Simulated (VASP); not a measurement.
Set up this calculation in VASP 6.6.1, as the native input.

| Item | Value |
| --- | --- |
| Task | single point |
| Functional | LDA |
| Potentials or basis | VASP PAW LDA potentials, release 64 (Pb_d, Te) |
| Cutoff | 500 eV |
| k mesh | 12 × 12 × 12 |
| Occupations | fermi-dirac, width 0.08 eV |
| Spin | no spin polarisation |
| Dipole correction | no |
| Further INCAR settings | ALGO = Normal; EDIFF = 1e-06; NBANDS = 17 |

The structure of TePb (rocksalt type) lies in POSCAR:

```
TePb
1.0
    0.0000000000      3.0573671801      3.0573671801
    3.0573671801      0.0000000000      3.0573671801
    3.0573671801      3.0573671801      0.0000000000
Pb Te
1 1
Direct
    0.0000000000      0.0000000000      0.0000000000
    0.5000000000      0.5000000000      0.5000000000
```

The input as run:

INCAR

```
PREC = Accurate
ENCUT = 500
EDIFF = 1E-6
ISMEAR = -1
SIGMA = 0.08
LREAL = F
LASPH = T
NELM = 120
ALGO = Normal
ISIF = 2
LWAVE = F
LCHARG = F
NBANDS = 17
GGA_COMPAT = F
```

KPOINTS

```
Automatic mesh
0
Gamma
  12 12 12
```

Potentials or basis: VASP PAW LDA potentials, release 64 (Pb_d, Te).

The run is started by

```sh
$ cat potpaw_LDA.64/Pb_d/POTCAR potpaw_LDA.64/Te/POTCAR > POTCAR
$ mpirun -np 1 vasp_std > vasp.out
```

Results of the run:

```
Pressure               : 8.4 GPa
Band gap on the k mesh : 0.21 eV
```

Caveat: the cell stands under pressure; spin-orbit coupling is left out, which moves the levels of the heavy elements.

It took 18 s on 1 thread of Intel(R) Xeon(R) 6975P-C (Granite Rapids) (shared host), peak memory 0.2 GiB.
